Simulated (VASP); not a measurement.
# BN (R3m) in VASP: G0W0 quasiparticle levels with PBEsol

Aim: the G0W0 quasiparticle levels of BN with PBEsol.

Everything below comes from runs of VASP 6.6.1. Logs are shortened: lines on timing, memory, paths and dates and some standing lists are left out, and cuts for length are marked.

## 1. The cell of the first run

Symmetry: R3m, No. 160, trigonal system. The conventional cell has a = 2.502 Å, b = 2.502 Å, c = 10.119 Å, α = 90.00°, β = 90.00°, γ = 120.00°. Within 1.9 Å of B (site symmetry 3m) lie 3 N at 1.44 Å. Within 1.9 Å of N (site symmetry 3m) lie 3 B at 1.44 Å.

## 2. G0W0 quasiparticle levels, PBEsol

Input file POSCAR:

```
BN
1.0
    1.2511217487      0.7223353117      3.3729340357
   -1.2511217487      0.7223353117      3.3729340357
    0.0000000000     -1.4446711235      3.3729339286
B N
1 1
Direct
    0.9996710000      0.9996710000      0.9996710000
    0.3327620000      0.3327620000      0.3327620000
```

Input file INCAR.step1:

```
SYSTEM = BN
PREC = Accurate
ENCUT = 500
EDIFF = 1E-8
ISMEAR = 0
SIGMA = 0.01
LREAL = .FALSE.
LASPH = .TRUE.
NELM = 80
ALGO = Normal
LWAVE = .TRUE.
LCHARG = .FALSE.
GGA = PS
```

Input file INCAR.step2:

```
SYSTEM = BN
PREC = Accurate
ENCUT = 500
EDIFF = 1E-8
ISMEAR = 0
SIGMA = 0.01
LREAL = .FALSE.
LASPH = .TRUE.
NELM = 1
ALGO = Exact
LWAVE = .TRUE.
LCHARG = .FALSE.
GGA = PS
NBANDS = 84
LOPTICS = .TRUE.
ISTART = 1
```

Input file INCAR.step3:

```
SYSTEM = BN
PREC = Accurate
ENCUT = 500
EDIFF = 1E-8
ISMEAR = 0
SIGMA = 0.01
LREAL = .FALSE.
LASPH = .TRUE.
ALGO = EVGW0
LWAVE = .FALSE.
LCHARG = .FALSE.
GGA = PS
NELMGW = 1
NBANDS = 84
ENCUTGW = 150.0
NOMEGA = 96
PRECFOCK = Fast
ISTART = 1
NBANDSGW = 12
OMEGAMAX = 20
```

Input file KPOINTS:

```
Automatic mesh
0
G
  6 6 6
  0 0 0
```

Potentials or basis: VASP PAW PBE potentials, release 64 (B_GW, N_GW).

Started as:

```sh
> cat potpaw_PBE.64/B_GW/POTCAR potpaw_PBE.64/N_GW/POTCAR > POTCAR
> cp INCAR.step1 INCAR
> mpirun -np 1 vasp_std > vasp.out
> cp INCAR.step2 INCAR
> mpirun -np 1 vasp_std > vasp.out
> cp INCAR.step3 INCAR
> mpirun -np 1 vasp_std > vasp.out
```

OUTCAR:

```text
SYSTEM = BN
   PREC = Accurate
   ENCUT = 500
   EDIFF = 1E-8
   ISMEAR = 0
   LREAL = .FALSE.
   LASPH = .TRUE.
   GGA = PS
   NELMGW = 1
   ENCUTGW = 150.0
   PRECFOCK = Fast
   ISTART = 1

 ion  position               nearest neighbor table
   1  1.000  1.000  1.000-   2 1.44   2 1.44   2 1.44
   2  0.333  0.333  0.333-   1 1.44   1 1.44   1 1.44

  LATTYP: Found a trigonal (rhomboedric) cell.
 ALAT       =     3.6692993802
 COS(alpha) =     0.7674786435

  Lattice vectors:

 A1 = (   1.2511217487,   0.7223353117,   3.3729340357)
 A2 = (  -1.2511217487,   0.7223353117,   3.3729340357)
 A3 = (   0.0000000000,  -1.4446711235,   3.3729339286)

Analysis of symmetry for initial positions (statically):
=====================================================================
 Subroutine PRICEL returns:
 Original cell was already a primitive cell.

 Routine SETGRP: Setting up the symmetry group for a
 trigonal (rhombohedral) supercell.

 Subroutine GETGRP returns: Found  6 space group operations
 (whereof  6 operations were pure point group operations)
 out of a pool of 12 trial point group operations.

The static configuration has the point symmetry C_3v.

Analysis of symmetry for dynamics (positions and initial velocities):
=====================================================================
 Subroutine PRICEL returns:
 Original cell was already a primitive cell.

 Routine SETGRP: Setting up the symmetry group for a
 trigonal (rhombohedral) supercell.

 Subroutine GETGRP returns: Found  6 space group operations
 (whereof  6 operations were pure point group operations)
 out of a pool of 12 trial point group operations.

The dynamic configuration has the point symmetry C_3v.

 Subroutine INISYM returns: Found  6 space group operations
 (whereof  6 operations are pure point group operations),
 and found     1 'primitive' translations

----------------------------------------------------------------------------------------

                                     Primitive cell

  volume of cell :      18.2893

  direct lattice vectors                    reciprocal lattice vectors
     1.251121749  0.722335312  3.372934036     0.399641362  0.230733043  0.098825940
    -1.251121749  0.722335312  3.372934036    -0.399641362  0.230733043  0.098825940
     0.000000000 -1.444671124  3.372933929     0.000000000 -0.461466101  0.098825905

  length of vectors
     3.669299380  3.669299380  3.669299380     0.471929573  0.471929573  0.471929573

  position of ions in fractional coordinates (direct lattice)
     0.999671000  0.999671000  0.999671000
     0.332762000  0.332762000  0.332762000

  ion indices of the primitive-cell ions
   primitive index   ion index
                 1           1
                 2           2

----------------------------------------------------------------------------------------

 KPOINTS: Automatic mesh

Automatic generation of k-mesh.
 Grid dimensions read from file:
 generate k-points for:    6    6    6

 Generating k-lattice:

  Cartesian coordinates                     Fractional coordinates (reciprocal lattice)
     0.066606894  0.038455507  0.016470990     0.166666667  0.000000000  0.000000000
    -0.066606894  0.038455507  0.016470990     0.000000000  0.166666667  0.000000000
     0.000000000 -0.076911017  0.016470984    -0.000000000 -0.000000000  0.166666667

  Length of vectors
     0.078654929  0.078654929  0.078654929

  Shift w.r.t. Gamma in fractional coordinates (k-lattice)
     0.000000000  0.000000000  0.000000000

 Subroutine IBZKPT returns following result:
 ===========================================

 Found     32 irreducible k-points:

 Following reciprocal coordinates:
            Coordinates               Weight
  0.000000  0.000000  0.000000      1.000000
  0.166667  0.000000 -0.000000      6.000000
  0.333333  0.000000 -0.000000      6.000000
  0.500000 -0.000000 -0.000000      3.000000
  0.166667  0.166667 -0.000000      6.000000
  0.333333  0.166667 -0.000000     12.000000
[... 16 lines left out ...]
  0.500000  0.500000  0.166667      6.000000
 -0.333333  0.500000  0.166667     12.000000
 [... further k-points ...]
   k-points           NKPTS =     32   k-points in BZ     NKDIM =    216   number of bands    NBANDS=     84
   number of dos      NEDOS =    301   number of ions     NIONS =      2
   total plane-waves  NPLWV =  21952
   dimension x,y,z NGX =    28 NGY =   28 NGZ =   28
   dimension x,y,z NGXF=    56 NGYF=   56 NGZF=   56
   ions per type =               1   1
   NGX,Y,Z   is equivalent  to a cutoff of  12.69, 12.69, 12.69 a.u.
   NGXF,Y,Z  is equivalent  to a cutoff of  25.37, 25.37, 25.37 a.u.
 SYSTEM =  BN
   PREC   = accura    normal or accurate (medium, high low for compatibility)
   ISTART =      1    job   : 0-new  1-cont  2-samecut
   ICHARG =      0    charge: 1-file 2-atom 10-const
   ISPIN  =      1    spin polarized calculation?
   LNONCOLLINEAR =      F non collinear calculations
   LSORBIT =      F    spin-orbit coupling
   LASPH  =      T    aspherical Exc in radial PAW
   ENCUT  =  500.0 eV  36.75 Ry    6.06 a.u.   6.69  6.69  6.69*2*pi/ulx,y,z
   NELM   =     60;   NELMIN=  2; NELMDL=  0     # of ELM steps
   EDIFF  = 0.1E-07   stopping-criterion for ELM
   LREAL  =      F    real-space projection
   EDIFFG = 0.1E-06   stopping-criterion for IOM
   NSW    =      0    number of steps for IOM
   IBRION =     -1    ionic relax: 0-MD 1-quasi-New 2-CG
   NFREE  =      0    steps in history (QN), initial steepest desc. (CG)
   ISIF   =      0    stress and relaxation
   ISYM   =      3    0-nonsym 1-usesym 2-fastsym
   POTIM  = 0.5000    time-step for ionic-motion
   TEBEG  =    0.0;   TEEND  =   0.0 temperature during run
   PSTRESS=    0.0 pullay stress
   NELECT =       8.0000    total number of electrons
   NUPDOWN=      -1.0000    fix difference up-down
   EMIN   =  10.00;   EMAX   =-10.00  energy-range for DOS
   EFERMI =   0.00;   METHOD = LEGACY
   ISMEAR =     0;   SIGMA  =   0.01  broadening in eV -4-tet -1-fermi 0-gaus
   EFERMI_NEDOS =   21; number of points for ismear=-14 and -15
   IALGO  =     38    algorithm
   IMIX   =      4    mixing-type and parameters
     AMIX     =   0.40;   BMIX     =  1.00
     AMIX_MAG =   1.60;   BMIX_MAG =  1.00
  volume/ion in A,a.u.               =       9.14        61.71
  Fermi-wavevector in a.u.,A,eV,Ry     =   1.242717  2.348395 21.012102  1.544346
  Thomas-Fermi vector in A             =   2.377059
   LORBIT       =      0    0 simple, 1 ext, 2 COOP (PROOUT), +10 PAW based schemes
   GGA     = PS    functional components
   LHFCALC =     T    Hartree Fock is set to
   PRECFOCK=fast      Normal, Fast or Accurate (Low or Medium for compatibility)
   ENCUT4O =  -1.0   cutoff for four orbital integrals eV
   NKREDX  =     1    reduce k-point grid by
   NKREDY  =     1    reduce k-point grid by
   NKREDZ  =     1    reduce k-point grid by
   AEXX    =    1.0000 exact exchange contribution
   HFSCREEN=    0.0000 screening length (either q_TF or 0.3 A-1)
   HFSCREENC=   0.0000 screening length for correlation (either q_TF or 0.3 A-1)
   ENCUTFOCK=  -1.0 apply spherical cutoff to Coloumb kernel
   IVDW    =     0    specifies the selected vdW correction
   LEPSILON=     F    determine dielectric tensor
   LRPA    =     F    only Hartree local field effects (RPA)
   LRPAFORCE           =     F    calculate RPA forces
   ENCUTGW             = 150.0    cutoff for response function in eV
   ENCUTGWSOFT         = 120.0    soft cutoff for Coulomb kernel in GW response function in eV
   ENCUTLF             =  -1.0    cutoff for local field effects
   NELMGW              =     1    number of iterations in solving QP/BSE equation
   NELMHF              =     1    number of iterations in the inner HF iteration
   NKREDLFX            =     1    NKREDLFY  =   1   NKREDLFZ  =   1
 non-spin polarized calculation
 Gauss-broadening in eV      SIGMA  =   0.01
  energy-cutoff  :      500.00
  volume of cell :       18.29
 maximum number of plane-waves:       477
  NGX = 16; NGY = 16; NGZ = 16
   NGX = 13   NGY = 13   NGZ = 13
 maximum number of plane-waves:        85

 QP shifts <psi_nk| G(iteration)W_0 |psi_nk>: iteration 1
 for sc-GW calculations column KS-energies equals QP-energies in previous step
 and V_xc(KS)=  KS-energies - (<T + V_ion + V_H > + <T+V_H+V_ion>^1  + <V_x>^1)

 k-point   1 :       0.0000    0.0000    0.0000
  band No.  KS-energies  QP-energies   sigma(KS)   V_xc(KS)     V^pw_x(r,r')   Z            occupation Imag(sigma)

      1     -15.6570     -17.5365     -18.4054     -15.8501     -26.5608       0.7355       2.0000       1.1831
      2      -2.1215      -3.2642     -15.8838     -14.3315     -19.3652       0.7362       2.0000       0.0910
      3       0.8215      -0.3286     -19.5387     -18.0944     -22.5951       0.7963       2.0000       0.0408
      4       0.8215      -0.3286     -19.5387     -18.0944     -22.5951       0.7963       2.0000       0.0408
      5       7.0593       7.4970      -8.1591      -8.6799      -4.2941       0.8405       0.0000      -0.0460
      6      13.7382      15.4223     -12.2640     -14.3514      -7.2526       0.8068       0.0000      -0.0632
      7      13.7382      15.4223     -12.2640     -14.3514      -7.2526       0.8068       0.0000      -0.0632
      8      15.2165      16.4190     -13.3314     -15.0212      -6.1290       0.7117       0.0000      -0.5559
      9      16.8110      17.9355     -12.4924     -13.9664      -6.5622       0.7629       0.0000      -0.1453
     10      27.7828      28.6890      -9.3103     -10.4933      -2.6628       0.7660       0.0000      -0.8795
     11      29.8197      30.7119      -8.5570      -9.6638      -1.9069       0.8061       0.0000      -0.9117
     12      31.0289      31.9713      -9.2138     -10.3761      -3.2745       0.8108       0.0000      -0.9813

 k-point   2 :       0.1667    0.0000   -0.0000
  band No.  KS-energies  QP-energies   sigma(KS)   V_xc(KS)     V^pw_x(r,r')   Z            occupation Imag(sigma)

      1     -15.1112     -16.9875     -18.5451     -15.9907     -26.5264       0.7345       2.0000       1.1373
      2      -1.5394      -2.6770     -15.9846     -14.4645     -19.2487       0.7484       2.0000       0.0789
      3      -1.1694      -2.4723     -18.9004     -17.2262     -22.3436       0.7782       2.0000       0.0546
      4      -0.0697      -1.2714     -19.2391     -17.7195     -22.4586       0.7908       2.0000       0.0450
      5       8.0860       8.5796      -8.3255      -8.9176      -4.3678       0.8338       0.0000      -0.0482
      6      13.4023      14.6413     -12.2694     -13.9206      -6.3670       0.7503       0.0000      -0.2247
      7      13.5808      14.9784     -12.3648     -14.1620      -6.8581       0.7777       0.0000      -0.1554
      8      15.9539      17.6822     -12.6483     -14.8472      -7.1689       0.7860       0.0000      -0.0940
      9      18.3028      19.5021     -12.8862     -14.4733      -6.5984       0.7556       0.0000      -0.2481
     10      25.0983      25.8290      -8.2625      -9.1572      -2.3613       0.8168       0.0000      -0.6991
     11      27.4718      28.4030      -8.4698      -9.5652      -2.9578       0.8502       0.0000      -0.7373
     12      29.0086      30.1187      -9.4847     -10.8930      -2.7431       0.7883       0.0000      -0.8716
[... 324 lines left out ...]
      1     -13.4915     -15.2782     -19.1060     -16.6520     -26.7050       0.7281       2.0000       0.9919
      2      -4.7293      -6.1909     -18.1837     -16.1938     -22.5833       0.7345       2.0000       0.1129
      3      -1.4787      -2.7614     -18.9062     -17.2572     -22.4546       0.7778       2.0000       0.0543
      4      -1.1193      -2.2834     -14.9812     -13.4441     -17.8951       0.7573       2.0000       0.0702
      5       8.9112       9.9484     -11.6560     -12.9706      -7.1541       0.7890       0.0000      -0.0657
      6      12.2836      13.4832     -11.7365     -13.2298      -6.7524       0.8034       0.0000      -0.0675
      7      15.7471      16.5559      -9.2595     -10.2709      -3.8266       0.7996       0.0000      -0.2757
      8      19.5076      20.6617     -11.7858     -13.3129      -5.2786       0.7557       0.0000      -0.4622
      9      20.6948      22.4310     -13.2925     -15.5623      -6.5728       0.7650       0.0000      -0.3907
     10      22.2618      23.1914      -9.0505     -10.1887      -3.2463       0.8167       0.0000      -0.5550
     11      27.5198      28.6552      -9.3221     -10.6946      -3.2759       0.8272       0.0000      -0.7372
     12      28.5133      29.6677      -9.4820     -10.8882      -3.7454       0.8209       0.0000      -0.7461

 k-point  24 :      -0.3333    0.5000    0.1667
  band No.  KS-energies  QP-energies   sigma(KS)   V_xc(KS)     V^pw_x(r,r')   Z            occupation Imag(sigma)

      1     -12.4411     -14.3225     -19.5155     -17.1252     -26.8945       0.7871       2.0000       0.9729
      2      -5.9400      -7.4032     -17.7675     -15.7366     -22.4667       0.7205       2.0000       0.1545
      3      -3.2245      -4.6349     -18.3497     -16.4946     -22.2672       0.7603       2.0000       0.0719
      4       0.5089      -0.5399     -15.7266     -14.3773     -18.1764       0.7772       2.0000       0.0462
      5       7.4106       8.3368     -11.0889     -12.2420      -6.8669       0.8033       0.0000      -0.0523
      6      14.0685      15.2575     -11.8283     -13.3421      -6.5378       0.7854       0.0000      -0.1030
      7      15.8057      16.6256      -8.9568      -9.9649      -3.7948       0.8133       0.0000      -0.2416
      8      18.1897      19.2977     -10.9868     -12.4162      -5.0101       0.7751       0.0000      -0.3355
      9      21.4417      22.6010     -10.2361     -11.6519      -4.0691       0.8188       0.0000      -0.5397
     10      22.9312      24.2749     -11.1627     -12.8262      -4.6865       0.8077       0.0000      -0.6150
     11      24.7445      25.8263      -9.2263     -10.5117      -3.5060       0.8416       0.0000      -0.5977
     12      26.7609      27.8644      -8.9311     -10.2695      -3.0440       0.8245       0.0000      -0.6805

 [... further k-points ...]
```

Wall time 5.1 min (1 thread of AMD EPYC 9R45 (Zen 5), shared host); peak memory 0.38 GiB.

What came out:

```yaml
Quasiparticle_gap: 5.83 eV
Least_direct_quasiparticle_gap: 6.40 eV
Band_gap_of_the_starting_levels_on_the_mesh: 4.19 eV
Least_direct_gap_of_the_starting_levels_on_the_mesh: 4.64 eV
```

Caveat: the k points lie up to 0.49 Å⁻¹ apart; bands, screening cutoff and mesh are small and nothing is extrapolated, so the quasiparticle values aren't converged.
